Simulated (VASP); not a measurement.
Set up this calculation in VASP 6.6.1, as the native input.

* Task: single point
* Functional: HSE06
* Potentials or basis: VASP PAW PBE potentials, release 64 (Al, N)
* Cutoff: 520 eV
* k mesh: 8 × 8 × 8
* Occupations: gaussian, width 0.01 eV
* Spin: no spin polarisation
* Dipole correction: no
* Grid for exact exchange (PRECFOCK): Normal
* Further INCAR settings: ALGO = Normal; EDIFF = 1e-06; NBANDS = 11
* Share of exact exchange: 0.25
* Screening parameter: 0.2079 1/Å

Crystal: AlN.

```
Al N
1.0
     0.01954    2.18257    2.18257
     2.18257    0.01954    2.18257
     2.18257    2.18257    0.01954
Al N
1 1
Direct
  0.00061 0.00061 0.00061
  0.24939 0.24939 0.24939
```

This cell differs from its parent crystal: epitaxial 111 strain -1.0%.

The input as run:

POSCAR

```
AlN
1.0
    0.0195401572      2.1825678056      2.1825678056
    2.1825678056      0.0195401572      2.1825678056
    2.1825678056      2.1825678056      0.0195401572
Al N
1 1
Direct
    0.0006142246      0.0006142246      0.0006142246
    0.2493857754      0.2493857754      0.2493857754
```

INCAR.step1

```
PREC = Accurate
ENCUT = 520
EDIFF = 1E-5
ISMEAR = 0
SIGMA = 0.01
LREAL = False
LASPH = True
NELM = 80
ALGO = Normal
ISIF = 2
LWAVE = True
NBANDS = 11
GGA = PE
```

INCAR.step2

```
PREC = Accurate
ENCUT = 520
EDIFF = 1E-6
ISMEAR = 0
SIGMA = 0.01
LREAL = False
LASPH = True
NELM = 80
ALGO = Normal
ISIF = 2
LWAVE = False
LCHARG = True
GGA = PE
LHFCALC = True
HFSCREEN = 0.2079
PRECFOCK = Normal
LELF = True
LVHAR = True
NBANDS = 11
ISTART = 1
```

KPOINTS

```
Automatic mesh
0
Gamma
  8 8 8
```

Potentials or basis: VASP PAW PBE potentials, release 64 (Al, N).

The run is started by

```bash
$ cat potpaw_PBE.64/Al/POTCAR potpaw_PBE.64/N/POTCAR > POTCAR
$ cp INCAR.step1 INCAR
$ mpirun -np 1 vasp_std > vasp.out
$ cp INCAR.step2 INCAR
$ mpirun -np 1 vasp_std > vasp.out
```

It gave:

* Pressure: 2.8 GPa
* Band gap on the k mesh: 4.53 eV (least direct gap 5.66 eV)

Caveat: the cell differs from its parent crystal (epitaxial 111 strain -1.0%); the structure was generated, so it needn't be the stable form of AlN; the PAW data sets were made with another functional, which shifts forces and pressure a little.

Wall time 74 min on 1 thread of Intel(R) Xeon(R) Platinum 8259CL CPU @ 2.50GHz (Skylake/Cascade Lake), on a shared host, peak memory 0.26 GiB.
